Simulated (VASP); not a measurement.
## C: single point with PBEsol

Crystal: C.

```
C
1.0
     0.00000    2.45886    0.00000
    -2.12942    1.22943    0.00886
     0.07376    0.00000   10.87948
C
6
Direct
  0.50000 0.00000 0.33335
  0.83333 0.33333 0.00001
  0.16667 0.66667 0.66668
  0.50000 0.00000 0.66665
  0.83333 0.33333 0.33332
  0.16667 0.66667 0.99999
```

```
Program                : VASP 6.6.1
Task                   : single point
Functional             : PBEsol
Potentials or basis    : VASP PAW PBE potentials, release 64 (C)
Cutoff                 : 520 eV
k mesh                 : 12 × 12 × 3
Occupations            : gaussian, width 0.05 eV
Spin                   : no spin polarisation
Dipole correction      : no
Further INCAR settings : ALGO = Normal; EDIFF = 1e-07; NBANDS = 21
```

```
Pressure      : 0.6 GPa
Largest force : 0.010 eV/Å
```

Forces in eV/Å, atoms in the order of the input:
```
C    0.000  0.000  0.010
C    0.000  0.000  0.010
C    0.000  0.000  0.010
C    0.000  0.000 -0.010
C    0.000  0.000 -0.010
C    0.000  0.000 -0.010
```

Stress tensor (GPa, compression positive):
```
 1.06  0.00 -0.01
 0.00  1.05  0.00
-0.01  0.00 -0.23
```

It took 110 s on 1 thread of AMD EPYC 7R43 64-Core Processor (Zen 3), on a shared host, peak memory 0.19 GiB.

Caveat: this functional lacks dispersion, which binds the layers, so the pressure and a relaxed spacing across them are unreliable; the PAW data sets were made with another functional, which shifts forces and pressure a little.
